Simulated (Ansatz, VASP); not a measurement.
Ta in VASP and in Ansatz

```
CELL_PARAMETERS angstrom
2.87899 0.00000 0.00000
-1.43949 2.49328 0.00000
0.00000 0.00000 9.80604
ATOMIC_POSITIONS crystal
Ta 0.00000 0.00000 0.00000
Ta 0.00000 0.00000 0.50000
Ta 0.33333 0.66667 0.25000
Ta 0.66667 0.33333 0.75000
```

Alike in both runs: task single point; functional RPBE; k mesh 14 × 14 × 4; occupations fermi-dirac, width 0.1 eV; no spin polarisation.

|  | VASP | Ansatz |
| --- | --- | --- |
| version | VASP 6.6.1 | Ansatz 0.2.0 |
| potentials or method | VASP PAW PBE potentials, release 64 (Ta_pv), cutoff 520 eV | plane waves (420 eV) with PAW, scalar-relativistic |
| valence electrons in the cell | 44 | 52 |

Ansatz gave:

* pressure (GPa): 17.8
* traceless stress, the component that is largest in VASP (GPa): 0.15

Problem. What did VASP give for the same quantities?

Solution. Pressure (GPa): 17.9; traceless stress, the component that is largest in VASP (GPa): 0.15.

VASP's potentials were made for PBE, not for RPBE. VASP's potentials hold 44 valence electrons a cell and Ansatz's 52, so a difference there can come from the potentials and not from the codes.

Spin-orbit coupling is off throughout.
